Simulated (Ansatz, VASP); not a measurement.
# One calculation of Sb, two programs

```
CELL_PARAMETERS angstrom
3.13656 0.00000 0.00000
0.00000 3.13656 0.00000
0.00000 0.00000 3.20740
ATOMIC_POSITIONS crystal
Sb 0.00000 0.00000 0.00000
```

Change from the starting cell: z stretched by +1.5 % at fixed volume, PAW files.

Alike in both runs: task electric field gradients; functional PBE; k mesh 13 × 13 × 13; occupations fermi-dirac, width 0.05 eV; no spin polarisation.

|  | VASP | Ansatz |
| --- | --- | --- |
| version | VASP 6.6.1 | Ansatz 0.2.0 |
| potentials or method | VASP PAW PBE potentials, release 64 (Sb) | PAW with Ansatz's default frozen-core files, scalar-relativistic |
| plane-wave cutoff (eV) | 520 | 420 |
| valence electrons in the cell | 5 | 15 |

|  | VASP | Ansatz | Ansatz less VASP |
| --- | --- | --- | --- |
| pressure (GPa) | -2.5 | -2.4 | +0.04 |
| traceless stress, the component that is largest in VASP (GPa) | -2.05 | -2.05 | +0.005 |
| size of Vzz on the site where it differs most (V/Å²) | 10.1 | 8.6 | -1.44 |

VASP's potentials hold 5 valence electrons a cell and Ansatz's 15, so a difference there can come from the potentials and not from the codes.

Spin-orbit coupling is off throughout.
